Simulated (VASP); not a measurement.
Set up this calculation in VASP 6.6.1, as the native input.

```yaml
Task: single point
Functional: LDA
Potentials_or_basis: VASP PAW LDA potentials, release 64 (Cl)
Cutoff: 520 eV
k_mesh: 15 × 15 × 8
Occupations: fermi-dirac, width 0.1 eV
Spin: no spin polarisation
Dipole_correction: no
Further_INCAR_settings: ALGO = Normal; EDIFF = 1e-06; NBANDS = 14
```

The structure of Cl lies in POSCAR:

```
Cl
1.0
    3.2623834841      0.0000000000      0.0000000000
   -1.6311917420      2.8253069741      0.0000000000
    0.0000000000      0.0000000000      3.8898852504
Cl
2
Direct
    0.3333333333      0.6666666667      0.2500000000
    0.6666666667      0.3333333333      0.7500000000
```

This cell differs from its parent crystal: volume scaled by 0.92.

These files were run (other wordings do the same):

INCAR

```
PREC = Accurate
ENCUT = 520
EDIFF = 1E-6
ISMEAR = -1
SIGMA = 0.1
LREAL = F
LASPH = T
NELM = 100
ALGO = Normal
ISIF = 2
LWAVE = F
LCHARG = F
GGA = CA
NBANDS = 14
```

KPOINTS

```
Automatic mesh
0
Gamma
  15 15 8
```

Potentials or basis: VASP PAW LDA potentials, release 64 (Cl).

Launch:

```console
$ cat potpaw_LDA.64/Cl/POTCAR > POTCAR
$ mpirun -np 1 vasp_std > vasp.out
```

Results of the run:

- Pressure: 4.4 GPa
- Band gap on the k mesh: zero (band 7 reaches 5.26 eV, above the bottom of band 8 at 3.07 eV)

Wall time 26 s on 1 thread of Intel(R) Xeon(R) Platinum 8259CL CPU @ 2.50GHz (Skylake/Cascade Lake) (shared host), peak memory 0.16 GiB.
